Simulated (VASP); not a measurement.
## LiF: single point with r2SCAN

The system is LiF.

```
Li F
1.0
     3.08105    0.00000    0.00000
    -1.54053    2.66827    0.00000
     0.00000    0.00000    4.78523
Li F
2 2
Direct
  0.33333 0.66667 0.38244
  0.66667 0.33333 0.88244
  0.33333 0.66667 0.99256
  0.66667 0.33333 0.49256
```

```
Program                : VASP 6.6.1
Task                   : single point
Functional             : r2SCAN
Potentials or basis    : VASP PAW PBE potentials, release 64 (Li_sv, F)
Cutoff                 : 520 eV
k mesh                 : 12 × 12 × 6
Occupations            : gaussian, width 0.01 eV
Spin                   : no spin polarisation
Dipole correction      : no
Further INCAR settings : ALGO = Normal; EDIFF = 1e-06; NBANDS = 18
```

The largest force is 0.003 eV/Å. The band gap on the k mesh is 8.68 eV.

Forces on the atoms (eV/Å):
```
Li   0.000  0.000  0.003
Li   0.000  0.000  0.003
F    0.000  0.000 -0.003
F    0.000  0.000 -0.003
```

Levels at points of the mesh, in eV from the valence-band top:
| k point | band 8 | band 9 | band 10 | band 11 | band 12 | band 13 |
| --- | --- | --- | --- | --- | --- | --- |
| (0.00, 0.00, 0.00) | -0.19 | -0.19 | 0.00 | 8.68 | 13.11 | 16.53 |
| (0.50, 0.00, 0.00) | -1.05 | -0.55 | -0.41 | 12.04 | 13.20 | 15.96 |
| (0.00, 0.00, 0.50) | -0.35 | -0.35 | -0.35 | 10.41 | 10.41 | 19.04 |
| (0.50, 0.00, 0.50) | -0.74 | -0.57 | -0.57 | 12.06 | 12.06 | 16.04 |

Wall time 110 s on 1 thread of Intel(R) Xeon(R) Platinum 8488C (Sapphire Rapids) (shared host), peak memory 0.18 GiB.

Caveat: the PAW data sets were made with another functional, which shifts forces and pressure a little. A k mesh can miss the band edges.
